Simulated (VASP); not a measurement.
A run of VASP 6.6.1:

The input INCAR:

```
SYSTEM = RbBr
ALGO     = Normal         ! electronic algorithm
EDIFF    = 1E-8           ! SCF threshold, eV
ENCUT    = 520            ! plane-wave cutoff, eV
GGA      = CA             ! functional
IBRION   = 8              ! ionic algorithm
ISIF     = 2              ! what is computed and relaxed
ISMEAR   = 0              ! smearing method
LASPH    = .True.         ! aspherical terms in the spheres
LCHARG   = .False.        ! write CHGCAR
LEPSILON = .True.         ! dielectric tensor by DFPT
LREAL    = .False.        ! projectors in reciprocal space
LWAVE    = .False.        ! write WAVECAR
NBANDS   = 15             ! bands
NELM     = 80             ! most SCF steps
NSW      = 1              ! ionic steps
PREC     = Accurate       ! precision mode
SIGMA    = 0.01           ! smearing width, eV
```

Contents of KPOINTS:

```
k-points
0
Gamma
  6 6 6
  0 0 0
```

The input POSCAR:

```
RbBr
1.0
    3.3524410774      0.0000000000      0.0000000000
    0.0000000000      3.3524410774      0.0000000000
    0.0000000000      0.0000000000      3.3524410774
Rb Br
1 1
Direct
    0.0000000000      0.0000000000      0.0000000000
    0.5000000000      0.5000000000      0.5000000000
```

Potentials or basis: VASP PAW LDA potentials, release 64 (Rb_sv, Br).

The run is started by

```sh
$ cat potpaw_LDA.64/Rb_sv/POTCAR potpaw_LDA.64/Br/POTCAR > POTCAR
$ mpirun -np 1 vasp_std > vasp.out
```

Hardware: 1 thread of Intel(R) Xeon(R) 6975P-C (Granite Rapids) (shared host).

Task: How long does it take, and how much memory?

Result: Run time: 100 s on 1 thread of Intel(R) Xeon(R) 6975P-C (Granite Rapids) (shared host), peak memory 0.2 GiB. Counts: scf iterations 186, k points 20.
